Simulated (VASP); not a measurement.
A run of VASP 6.6.1 is set up as follows.

The input INCAR:

```
SYSTEM = Zn
PREC     = Accurate       ! precision mode
ENCUT    = 520            ! plane-wave cutoff, eV
EDIFF    = 1E-6           ! SCF threshold, eV
ISMEAR   = -1             ! smearing method
SIGMA    = 0.1            ! smearing width, eV
LREAL    = .False.        ! projectors in reciprocal space
LASPH    = .True.         ! aspherical terms in the spheres
NELM     = 100            ! most SCF steps
ALGO     = Normal         ! electronic algorithm
ISIF     = 2              ! what is computed and relaxed
LWAVE    = .False.        ! write WAVECAR
LCHARG   = .True.         ! write CHGCAR
LELF     = .True.         ! ELF
LVHAR    = .True.       
NBANDS   = 19             ! bands
```

KPOINTS

```
Automatic mesh
0
Gamma
  11 11 11
  0 0 0
```

File POSCAR:

```
Zn
1.0
    0.0000000000      2.7746049637      2.7746049637
    2.7746049637      0.0000000000      2.7746049637
    2.7746049637      2.7746049637      0.0000000000
Zn
2
Direct
    0.1250000000      0.1250000000      0.1250000000
    0.8750000000      0.8750000000      0.8750000000
```

Potentials or basis: VASP PAW LDA potentials, release 64 (Zn).

Run with:

```bash
$ cat potpaw_LDA.64/Zn/POTCAR > POTCAR
$ mpirun -np 1 vasp_std > vasp.out
```

Problem. Predict the band gap on the k mesh.

Solution. Zero (band 12 reaches 6.45 eV, above the bottom of band 13 at -0.28 eV).

Problem. Predict the pressure.

Solution. 0.4 GPa.
